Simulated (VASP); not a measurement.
Crystal: NiO.

```
CELL_PARAMETERS angstrom
2.64979 0.00000 0.00000
0.00000 2.64979 0.00000
0.00000 0.00000 2.64979
ATOMIC_POSITIONS crystal
Ni 0.00000 0.00000 0.00000
O 0.50000 0.50000 0.50000
```

```yaml
Program: VASP 6.6.1
Task: relaxation of cell and atoms
Functional: r2SCAN
Potentials_or_basis: VASP PAW PBE potentials, release 64 (Ni, O)
Cutoff: 600 eV
k_mesh: 6 × 6 × 6
Occupations: gaussian, width 0.1 eV
Spin: collinear spin, ferromagnetic start
Starting_moments: "[1.67, 0.56] μB"
```

At the start: pressure -13.2 GPa; volume 9.30 Å³/atom.

Question: How do energy, volume and symmetry change on relaxing?

Answer: Over 3 steps the energy falls by 29.1 meV/atom and the volume is 8.65 Å³/atom (-7.0 %); space group Pm-3m (No. 221, to 0.1 Å) before and after; moment 2.00 μB per cell.

Step by step:
| step | energy change (eV) | largest force (eV/Å) | pressure (GPa) | volume (Å³) |
| --- | --- | --- | --- | --- |
| 1 | 0.0000 | 0.0000 | -13.19 | 18.61 |
| 2 | -0.0387 | 0.0000 | 9.68 | 16.62 |
| 3 | -0.0582 | 0.0000 | 0.13 | 17.30 |

Final structure:
```
Ni O
1.0
     2.58615    0.00000    0.00000
     0.00000    2.58615    0.00000
     0.00000    0.00000    2.58615
Ni O
1 1
Direct
  0.00000 0.00000 0.00000
  0.50000 0.50000 0.50000
```

Caveat: the k points lie up to 0.40 Å⁻¹ apart in the final cell, too coarse for converged energies and pressures of a metal; the PAW data sets were made with another functional, which shifts forces and pressure a little; a cell with one magnetic atom can't hold antiferromagnetic order, which such compounds often take.
